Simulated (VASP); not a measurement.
Write the native input for VASP 6.6.1 that does the following.

* Task: relaxation of cell and atoms
* Functional: PBE
* Potentials or basis: VASP PAW PBE potentials, release 64 (Au)
* Cutoff: 600 eV
* k mesh: 34 × 34 × 34
* Occupations: gaussian, width 0.1 eV
* Spin: no spin polarisation
* Dipole correction: no
* Further INCAR settings: ALGO = Fast; EDIFF = 1e-07; IBRION = 2; EDIFFG = -0.003; NSW = 80; ISIF = 3

The structure of Au lies in POSCAR:

```
Au
1.0
    0.0000000000      2.0400000000      2.0400000000
    2.0400000000      0.0000000000      2.0400000000
    2.0400000000      2.0400000000      0.0000000000
Au
1
Direct
    0.0000000000      0.0000000000      0.0000000000
```

One way to write it, as run:

INCAR

```
  PREC = Accurate
  ENCUT = 600
  EDIFF = 1E-7
  ISMEAR = 0
  SIGMA = 0.1
  LREAL = False
  LASPH = True
  NELM = 100
  ALGO = Fast
  ISIF = 3
  LWAVE = False
  LCHARG = False
  GGA = PE
  IBRION = 2
  NSW = 80
  EDIFFG = -0.003
```

KPOINTS

```
regular mesh
0
Gamma
  34 34 34
```

Potentials or basis: VASP PAW PBE potentials, release 64 (Au).

The run is started by

```sh
$ cat potpaw_PBE.64/Au/POTCAR > POTCAR
$ mpirun -np 1 vasp_std > vasp.out
```

It gave:

```
Relaxed volume                        : 17.94 Å³/atom
Relaxed cell                          : a = 2.938 Å, b = 2.938 Å, c = 2.938 Å, α = 60.00°, β = 60.00°, γ = 60.00°
Space group after relaxing (to 0.1 Å) : Fm-3m (No. 225)
Energy gained by relaxing             : 25.6 meV/atom
Ionic steps                           : 4
Pressure after relaxing               : 0.0 GPa
Band gap on the k mesh                : zero (an odd number of electrons rules out a gap without spin polarisation)
```

Caveat: spin-orbit coupling is left out, which moves the levels of the heavy elements.

Wall time 13 min on 1 thread of Intel Xeon 8259CL, with other jobs on the host, peak memory 0.36 GiB.
